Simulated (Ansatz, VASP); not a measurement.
SrGaI3: VASP beside Ansatz

INCAR

```
  PREC = Accurate
  ENCUT = 520
  EDIFF = 1E-6
  ISMEAR = 0
  SIGMA = 0.1
  LREAL = False
  LASPH = True
  NELM = 60
  ALGO = Normal
  ISIF = 2
  LWAVE = False
  LCHARG = False
  GGA = PE
  NBANDS = 30
```

Contents of KPOINTS:

```
regular mesh
0
Gamma
  6 6 6
```

Contents of POSCAR:

```
SrGaI3
1.0
    5.8944778264      0.0000000000      0.0000000000
    0.0000000000      5.8944778264      0.0000000000
    0.0000000000      0.0000000000      5.8944778264
Sr Ga I
1 1 3
Direct
    0.5000000000      0.5000000000      0.5000000000
    0.0000000000      0.0000000000      0.0000000000
    0.5000000000      0.0000000000      0.0000000000
    0.0000000000      0.5000000000      0.0000000000
    0.0000000000      0.0000000000      0.5000000000
```

Input for Ansatz:

```yaml
crystal:
  lattice:
    - [5.8944778264, 0.0, 0.0]
    - [0.0, 5.8944778264, 0.0]
    - [0.0, 0.0, 5.8944778264]
  atoms:
    - { symbol: Sr, position: [0.5, 0.5, 0.5] }
    - { symbol: Ga, position: [0.0, 0.0, 0.0] }
    - { symbol: I, position: [0.5, 0.0, 0.0] }
    - { symbol: I, position: [0.0, 0.5, 0.0] }
    - { symbol: I, position: [0.0, 0.0, 0.5] }
basis:
  ecutwfc: 420
kpoints:
  mp_grid: { grid: [6, 6, 6] }
  band_path:
    path:
      - [[0.0, 0.0, 0.0], [0.0, 0.5, 0.0], [0.5, 0.5, 0.0], [0.0, 0.0, 0.0], [0.5, 0.5, 0.5], [0.0, 0.5, 0.0]]
      - [[0.5, 0.5, 0.5], [0.5, 0.5, 0.0]]
    npoints: 14
hamiltonian:
  xc: pbe
scf:
  occupations: { method: gaussian, width: 0.1 }
  n_extra_bands: 12
output:
  forces: true
  stress: true
  eigenvalues: true
  populations: true
  dos: { projected: true, de: 0.02, nscf_kmesh: { grid: [8, 8, 8] } }
  bader: true
```

Alike in both runs: task single point; functional PBE; k mesh 6 × 6 × 6; occupations gaussian, width 0.1 eV; no spin polarisation.

|  | VASP | Ansatz |
| --- | --- | --- |
| version | VASP 6.6.1 | Ansatz 0.2.0 |
| potentials or method | VASP PAW PBE potentials, release 64 (Sr_sv, Ga_d, I), cutoff 520 eV | scalar-relativistic, plane waves, PAW |
| valence electrons in the cell | 44 | 74 |

```tsv
	VASP	Ansatz	Ansatz less VASP
gap on the k mesh at the Fermi level (eV)	none	none	-
pressure (GPa)	0.0	0.0	-0.01
```

A gap of «none» marks a metal or a gap that the smearing closes. The functional is the same, so the differences come from potentials, cutoffs and numerics. VASP's potentials hold 44 valence electrons a cell and Ansatz's 74, so a difference there can come from the potentials and not from the codes.

Neither program's run includes spin-orbit coupling.
